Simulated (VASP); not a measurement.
# Ta4O (Im-3m) in VASP: further runs

The runs below take Ta4O through single point, relaxation of cell and atoms, with PBE.

Program: VASP 6.6.1. These are calculated values, not measurements. Logs are shortened: lines on timing, memory, paths and dates and some standing lists are left out, and cuts for length are marked.

## (1) The cell of the first run

Symmetry: Im-3m, No. 229, cubic system. Conventional cell: a = 5.527 Å, b = 5.527 Å, c = 5.527 Å, α = 90.00°, β = 90.00°, γ = 90.00°. Ta (site symmetry -3m) has 2 O at 2.39 Å and 6 Ta at 2.76 Å within 3.2 Å. O (site symmetry m-3m) has 8 Ta at 2.39 Å within 3.2 Å.

## (2) Single point, PBE

The input, INCAR:

```
SYSTEM = Ta4O
ALGO = Normal
EDIFF = 1E-6
ENCUT = 520
GGA = PE
ISIF = 2
ISMEAR = 0
LASPH = .True.
LCHARG = .False.
LREAL = .False.
LWAVE = .False.
NBANDS = 33
NELM = 60
PREC = Accurate
SIGMA = 0.1
```

The input, KPOINTS:

```
k-points
0
Gamma
  4 4 4
  0 0 0
```

The input, POSCAR:

```
Ta4O
1.0
   -2.7635759965      2.7635759965      2.7635759965
    2.7635759965     -2.7635759965      2.7635759965
    2.7635759965      2.7635759965     -2.7635759965
Ta O
4 1
Direct
    0.5000000000      0.5000000000      0.5000000000
    0.0000000000      0.0000000000      0.5000000000
    0.0000000000      0.5000000000      0.0000000000
    0.5000000000      0.0000000000      0.0000000000
    0.0000000000      0.0000000000      0.0000000000
```

Potentials or basis: VASP PAW PBE potentials, release 64 (Ta_pv, O).

Run with:

```sh
cat potpaw_PBE.64/Ta_pv/POTCAR potpaw_PBE.64/O/POTCAR > POTCAR
mpirun -np 1 vasp_std > vasp.out
```

OUTCAR:

```text
SYSTEM = Ta4O
   EDIFF = 1E-6
   ENCUT = 520
   GGA = PE
   ISIF = 2
   ISMEAR = 0
   LASPH = .True.
   LREAL = .False.
   NELM = 60
   PREC = Accurate

 ion  position               nearest neighbor table
   1  0.500  0.500  0.500-   5 2.39   5 2.39   4 2.76   2 2.76   4 2.76   3 2.76   2 2.76   3 2.76

   2  0.000  0.000  0.500-   5 2.39   5 2.39   4 2.76   1 2.76   3 2.76   3 2.76   4 2.76   1 2.76

   3  0.000  0.500  0.000-   5 2.39   5 2.39   4 2.76   1 2.76   2 2.76   2 2.76   1 2.76   4 2.76

   4  0.500  0.000  0.000-   5 2.39   5 2.39   3 2.76   1 2.76   1 2.76   2 2.76   2 2.76   3 2.76

   5  0.000  0.000  0.000-   1 2.39   2 2.39   3 2.39   4 2.39   2 2.39   3 2.39   4 2.39   1 2.39

  LATTYP: Found a body centered cubic cell.
 ALAT       =     5.5271519930

  Lattice vectors:

 A1 = (  -2.7635759965,   2.7635759965,   2.7635759965)
 A2 = (   2.7635759965,  -2.7635759965,   2.7635759965)
 A3 = (   2.7635759965,   2.7635759965,  -2.7635759965)

Analysis of symmetry for initial positions (statically):
=====================================================================
 Subroutine PRICEL returns:
 Original cell was already a primitive cell.

 Routine SETGRP: Setting up the symmetry group for a
 body centered cubic supercell.

 Subroutine GETGRP returns: Found 48 space group operations
 (whereof 48 operations were pure point group operations)
 out of a pool of 48 trial point group operations.

The static configuration has the point symmetry O_h .

Analysis of symmetry for dynamics (positions and initial velocities):
=====================================================================
 Subroutine PRICEL returns:
 Original cell was already a primitive cell.

 Routine SETGRP: Setting up the symmetry group for a
 body centered cubic supercell.

 Subroutine GETGRP returns: Found 48 space group operations
 (whereof 48 operations were pure point group operations)
 out of a pool of 48 trial point group operations.

The dynamic configuration has the point symmetry O_h .

 Subroutine INISYM returns: Found 48 space group operations
 (whereof 48 operations are pure point group operations),
 and found     1 'primitive' translations

----------------------------------------------------------------------------------------

                                     Primitive cell

  volume of cell :      84.4256

  direct lattice vectors                    reciprocal lattice vectors
    -2.763575997  2.763575997  2.763575997     0.000000000  0.180925005  0.180925005
     2.763575997 -2.763575997  2.763575997     0.180925005  0.000000000  0.180925005
     2.763575997  2.763575997 -2.763575997     0.180925005  0.180925005  0.000000000

  length of vectors
     4.786654037  4.786654037  4.786654037     0.255866595  0.255866595  0.255866595

  position of ions in fractional coordinates (direct lattice)
     0.500000000  0.500000000  0.500000000
     0.000000000  0.000000000  0.500000000
     0.000000000  0.500000000  0.000000000
     0.500000000  0.000000000  0.000000000
     0.000000000  0.000000000  0.000000000

  ion indices of the primitive-cell ions
   primitive index   ion index
                 1           1
                 2           2
                 3           3
                 4           4
                 5           5

----------------------------------------------------------------------------------------

 KPOINTS: k-points

Automatic generation of k-mesh.
 Grid dimensions read from file:
 generate k-points for:    4    4    4

 Generating k-lattice:

  Cartesian coordinates                     Fractional coordinates (reciprocal lattice)
     0.000000000  0.045231251  0.045231251     0.250000000  0.000000000  0.000000000
     0.045231251  0.000000000  0.045231251     0.000000000  0.250000000  0.000000000
     0.045231251  0.045231251  0.000000000     0.000000000  0.000000000  0.250000000

  Length of vectors
     0.063966649  0.063966649  0.063966649

  Shift w.r.t. Gamma in fractional coordinates (k-lattice)
     0.000000000  0.000000000  0.000000000

 Subroutine IBZKPT returns following result:
 ===========================================

 Found      8 irreducible k-points:

 Following reciprocal coordinates:
            Coordinates               Weight
  0.000000  0.000000  0.000000      1.000000
  0.250000  0.000000  0.000000     12.000000
  0.500000  0.000000  0.000000      6.000000
  0.250000  0.250000  0.000000     24.000000
  0.250000  0.250000  0.250000      2.000000
 -0.250000  0.250000  0.250000      6.000000
  0.500000  0.500000  0.250000     12.000000
  0.500000  0.500000  0.500000      1.000000
   k-points           NKPTS =      8   k-points in BZ     NKDIM =      8   number of bands    NBANDS=     33
   number of dos      NEDOS =    301   number of ions     NIONS =      5
   total plane-waves  NPLWV =  46656
   dimension x,y,z NGX =    36 NGY =   36 NGZ =   36
   dimension x,y,z NGXF=    72 NGYF=   72 NGZF=   72
   ions per type =               4   1
   NGX,Y,Z   is equivalent  to a cutoff of  12.50, 12.50, 12.50 a.u.
   NGXF,Y,Z  is equivalent  to a cutoff of  25.01, 25.01, 25.01 a.u.
 SYSTEM =  Ta4O
   PREC   = accura    normal or accurate (medium, high low for compatibility)
   ISTART =      0    job   : 0-new  1-cont  2-samecut
   ICHARG =      2    charge: 1-file 2-atom 10-const
   ISPIN  =      1    spin polarized calculation?
   LNONCOLLINEAR =      F non collinear calculations
   LSORBIT =      F    spin-orbit coupling
   LASPH  =      T    aspherical Exc in radial PAW
   ENCUT  =  520.0 eV  38.22 Ry    6.18 a.u.   8.90  8.90  8.90*2*pi/ulx,y,z
   NELM   =     60;   NELMIN=  2; NELMDL= -5     # of ELM steps
   EDIFF  = 0.1E-05   stopping-criterion for ELM
   LREAL  =      F    real-space projection
   EDIFFG = 0.1E-04   stopping-criterion for IOM
   NSW    =      0    number of steps for IOM
   IBRION =     -1    ionic relax: 0-MD 1-quasi-New 2-CG
   NFREE  =      0    steps in history (QN), initial steepest desc. (CG)
   ISIF   =      2    stress and relaxation
   ISYM   =      2    0-nonsym 1-usesym 2-fastsym
   POTIM  = 0.5000    time-step for ionic-motion
   TEBEG  =    0.0;   TEEND  =   0.0 temperature during run
   PSTRESS=    0.0 pullay stress
   NELECT =      50.0000    total number of electrons
   NUPDOWN=      -1.0000    fix difference up-down
   EMIN   =  10.00;   EMAX   =-10.00  energy-range for DOS
   EFERMI =   0.00;   METHOD = LEGACY
   ISMEAR =     0;   SIGMA  =   0.10  broadening in eV -4-tet -1-fermi 0-gaus
   EFERMI_NEDOS =   21; number of points for ismear=-14 and -15
   IALGO  =     38    algorithm
   IMIX   =      4    mixing-type and parameters
     AMIX     =   0.40;   BMIX     =  1.00
     AMIX_MAG =   1.60;   BMIX_MAG =  1.00
  volume/ion in A,a.u.               =      16.89       113.95
  Fermi-wavevector in a.u.,A,eV,Ry     =   1.374802  2.597999 25.716099  1.890080
  Thomas-Fermi vector in A             =   2.500195
   LORBIT       =      0    0 simple, 1 ext, 2 COOP (PROOUT), +10 PAW based schemes
   GGA     = PE    functional components
   LHFCALC =     F    Hartree Fock is set to
   AEXX    =    0.0000 exact exchange contribution
   IVDW    =     0    specifies the selected vdW correction
   LEPSILON=     F    determine dielectric tensor
   LRPA    =     F    only Hartree local field effects (RPA)
 non-spin polarized calculation
 Gauss-broadening in eV      SIGMA  =   0.10
  energy-cutoff  :      520.00
  volume of cell :       84.43
 maximum number of plane-waves:      2316
   NGX = 17   NGY = 17   NGZ = 17

 number of electron      49.9999995 magnetization

 Free energy of the ion-electron system (eV)
  ---------------------------------------------------
  ext. energy  EPLUGINS =         0.00000000
  ---------------------------------------------------
  free energy    TOTEN  =       -49.63780536 eV

  energy without entropy =      -49.62574962  energy(sigma->0) =      -49.63177749

 E-fermi :   5.7878     XC(G=0): -12.1433

 val. band max:        5.7851194246   @ k =   0.5000   0.5000   0.2500
 cond. band min:       5.9958929705   @ k =   0.2500   0.0000   0.0000
 fundamental gap:      0.2107735459
 Fermi energy:         5.7877808821

 k-point     1 :       0.0000    0.0000    0.0000
  band No.  band energies     occupation
      1     -29.5080      2.00000
      2     -29.5080      2.00000
      3     -29.5080      2.00000
      4     -29.1306      2.00000
      5     -29.1306      2.00000
      6     -29.1306      2.00000
[... 25 lines left out ...]
     32      10.3676      0.00000
     33      10.3676      0.00000

 k-point     2 :       0.2500    0.0000    0.0000
  band No.  band energies     occupation
      1     -29.4820      2.00000
      2     -29.4622      2.00000
      3     -29.3421      2.00000
      4     -29.0662      2.00000
      5     -29.0555      2.00000
      6     -28.9668      2.00000
[... 25 lines left out ...]
     32       8.8826      0.00000
     33       9.2806      0.00000

 k-point     3 :       0.5000    0.0000    0.0000
  band No.  band energies     occupation
      1     -29.4600      2.00000
      2     -29.4251      2.00000
      3     -28.9630      2.00000
      4     -28.9272      2.00000
      5     -28.9033      2.00000
      6     -28.8691      2.00000
[... 25 lines left out ...]
     32       7.3389      0.00000
     33       8.2422      0.00000

 k-point     4 :       0.2500    0.2500    0.0000
  band No.  band energies     occupation
      1     -29.4869      2.00000
      2     -29.2379      2.00000
      3     -29.2173      2.00000
      4     -29.0388      2.00000
      5     -28.8411      2.00000
      6     -28.7879      2.00000
[... 25 lines left out ...]
     32       8.5553      0.00000
     33       8.7316      0.00000

 k-point     5 :       0.2500    0.2500    0.2500
  band No.  band energies     occupation
      1     -29.1783      2.00000
      2     -29.0917      2.00000
      3     -29.0917      2.00000
      4     -29.0917      2.00000
      5     -28.6516      2.00000
      6     -28.6516      2.00000
[... 25 lines left out ...]
     32       7.5462      0.00000
     33       7.5464      0.00000

 k-point     6 :      -0.2500    0.2500    0.2500
  band No.  band energies     occupation
      1     -29.6515      2.00000
      2     -29.3157      2.00000
      3     -29.3157      2.00000
      4     -29.2063      2.00000
      5     -28.8407      2.00000
      6     -28.7665      2.00000
[... 25 lines left out ...]
     32       9.2394      0.00000
     33       9.2466      0.00000

 k-point     7 :       0.5000    0.5000    0.2500
  band No.  band energies     occupation
      1     -29.7115      2.00000
      2     -29.2663      2.00000
      3     -29.1875      2.00000
      4     -29.1142      2.00000
      5     -29.1093      2.00000
      6     -29.0978      2.00000
[... 25 lines left out ...]
     32       9.0532      0.00000
     33       9.9693      0.00000

 k-point     8 :       0.5000    0.5000    0.5000
  band No.  band energies     occupation
      1     -29.8547      2.00000
      2     -29.2808      2.00000
      3     -29.2808      2.00000
      4     -29.2086      2.00000
      5     -29.2085      2.00000
      6     -29.2085      2.00000
[... 25 lines left out ...]
     32       9.7084      0.00000
     33       9.7084      0.00000

------------------------ aborting loop because EDIFF is reached ----------------------------------------

  FORCE on cell =-STRESS in cart. coord.  units (eV):
  Direction    XX          YY          ZZ          XY          YZ          ZX
  --------------------------------------------------------------------------------------
  -------------------------------------------------------------------------------------
  Total        0.2177086      0.2177086      0.2177086     -0.0000000     -0.0000000      0.0000000
  in kB        4.1315402      4.1315402      4.1315402     -0.0000000     -0.0000000      0.0000000
  external PRESSURE =       4.1315402 kB  Pullay stress =       0.0000000 kB

 VOLUME and BASIS-vectors are now :
 -----------------------------------------------------------------------------
  energy-cutoff  :      520.00
  volume of cell :       84.43
      direct lattice vectors                 reciprocal lattice vectors
    -2.763575997  2.763575997  2.763575997     0.000000000  0.180925005  0.180925005
     2.763575997 -2.763575997  2.763575997     0.180925005  0.000000000  0.180925005
     2.763575997  2.763575997 -2.763575997     0.180925005  0.180925005  0.000000000

 POSITION                                       TOTAL-FORCE (eV/Angst)
 -----------------------------------------------------------------------------------
      1.38179      1.38179      1.38179         0.000000     -0.000000      0.000000
      1.38179      1.38179     -1.38179        -0.000000      0.000000     -0.000000
      1.38179     -1.38179      1.38179         0.000000      0.000000      0.000000
     -1.38179      1.38179      1.38179        -0.000000     -0.000000     -0.000000
      0.00000      0.00000      0.00000         0.000000     -0.000000      0.000000
 -----------------------------------------------------------------------------------
    total drift:                                0.000000     -0.000000      0.000000

  FREE ENERGIE OF THE ION-ELECTRON SYSTEM (eV)
  ---------------------------------------------------
  free  energy   TOTEN  =       -49.6378053644 eV

  energy  without entropy=      -49.6257496171  energy(sigma->0) =      -49.63177749
```

It took 28 s on 1 thread of Intel Xeon 6975P-C, shared host; peak memory 0.2 GiB.

What came out:

- Free energy: -49.6378 eV
- Pressure: 0.4 GPa
- Band gap on the k mesh: zero (band 25 reaches 6.14 eV, above the bottom of band 26 at 5.22 eV)

Levels at points of the mesh, in eV from the Fermi level:
```csv
k point,band 23,band 24,band 25,band 26,band 27,band 28
"(0.00, 0.00, 0.00)",-2.25,-2.25,-0.47,2.01,2.01,2.01
"(0.50, 0.00, 0.00)",-0.72,-0.36,0.21,0.48,0.53,0.76
"(0.50, 0.50, 0.50)",-0.59,-0.59,-0.59,-0.57,-0.57,1.81
```

Caveat: the k points lie up to 0.40 Å⁻¹ apart; spin-orbit coupling is left out, which moves the levels of the heavy elements.

## (3) Single point, PBE

This run uses another cell than the first one, of 18.04 Å³/atom, 1.068 times its volume.

The input, INCAR:

```
  ALGO = Normal
  EDIFF = 1E-7
  ENCUT = 520
  GGA = PE
  ISIF = 2
  ISMEAR = 0
  LASPH = T
  LCHARG = F
  LREAL = F
  LWAVE = F
  NBANDS = 33
  NELM = 100
  PREC = Accurate
  SIGMA = 0.1
```

The input, KPOINTS:

```
k-points
0
Gamma
  4 4 4
```

POSCAR, as its differences from that of step 2:

```diff
@@ -2,5 +2,5 @@
 1.0
-   -2.7635759965      2.7635759965      2.7635759965
-    2.7635759965     -2.7635759965      2.7635759965
-    2.7635759965      2.7635759965     -2.7635759965
+   -2.8252759000      2.8252759000      2.8252759000
+    2.8252759000     -2.8252759000      2.8252759000
+    2.8252759000      2.8252759000     -2.8252759000
 Ta O
```

Potentials or basis: VASP PAW PBE potentials, release 64 (Ta_pv, O).

Run with:

```sh
cat potpaw_PBE.64/Ta_pv/POTCAR potpaw_PBE.64/O/POTCAR > POTCAR
mpirun -np 1 vasp_std > vasp.out
```

OUTCAR:

```text
EDIFF = 1E-7
   ENCUT = 520
   GGA = PE
   ISIF = 2
   ISMEAR = 0
   LASPH = T
   LREAL = F
   NELM = 100
   PREC = Accurate

 ion  position               nearest neighbor table
   1  0.500  0.500  0.500-   5 2.45   5 2.45   4 2.83   2 2.83   4 2.83   3 2.83   2 2.83   3 2.83

   2  0.000  0.000  0.500-   5 2.45   5 2.45   4 2.83   1 2.83   3 2.83   3 2.83   4 2.83   1 2.83

   3  0.000  0.500  0.000-   5 2.45   5 2.45   4 2.83   1 2.83   2 2.83   2 2.83   1 2.83   4 2.83
[... 476 lines left out ...]
  --------------------------------------------------------------------------------------
  -------------------------------------------------------------------------------------
  Total       -4.8880181     -4.8880181     -4.8880181      0.0000000      0.0000000      0.0000000
  in kB      -86.8162067    -86.8162067    -86.8162067      0.0000000      0.0000000      0.0000000
  external PRESSURE =     -86.8162067 kB  Pullay stress =       0.0000000 kB

 VOLUME and BASIS-vectors are now :
 -----------------------------------------------------------------------------
  energy-cutoff  :      520.00
  volume of cell :       90.21
      direct lattice vectors                 reciprocal lattice vectors
    -2.825275900  2.825275900  2.825275900     0.000000000  0.176973867  0.176973867
     2.825275900 -2.825275900  2.825275900     0.176973867  0.000000000  0.176973867
     2.825275900  2.825275900 -2.825275900     0.176973867  0.176973867  0.000000000

 POSITION                                       TOTAL-FORCE (eV/Angst)
 -----------------------------------------------------------------------------------
      1.41264      1.41264      1.41264        -0.000000     -0.000000     -0.000000
      1.41264      1.41264     -1.41264         0.000000      0.000000      0.000000
      1.41264     -1.41264      1.41264        -0.000000      0.000000      0.000000
     -1.41264      1.41264      1.41264         0.000000      0.000000     -0.000000
      0.00000      0.00000      0.00000         0.000000     -0.000000     -0.000000
 -----------------------------------------------------------------------------------
    total drift:                                0.000000     -0.000000      0.000000

  FREE ENERGIE OF THE ION-ELECTRON SYSTEM (eV)
  ---------------------------------------------------
  free  energy   TOTEN  =       -49.4778501516 eV

  energy  without entropy=      -49.4580853063  energy(sigma->0) =      -49.46796773
```

Wall time 36 s (1 thread of Intel Xeon 6975P-C, shared host); peak memory 0.2 GiB.

What came out:

- Free energy: -49.4779 eV
- Pressure: -8.7 GPa
- Band gap on the k mesh: zero (band 25 reaches 5.47 eV, above the bottom of band 26 at 4.71 eV)

Caveat: the k points lie up to 0.39 Å⁻¹ apart; spin-orbit coupling is left out, which moves the levels of the heavy elements.

(Part 1 of 3 ends here.)
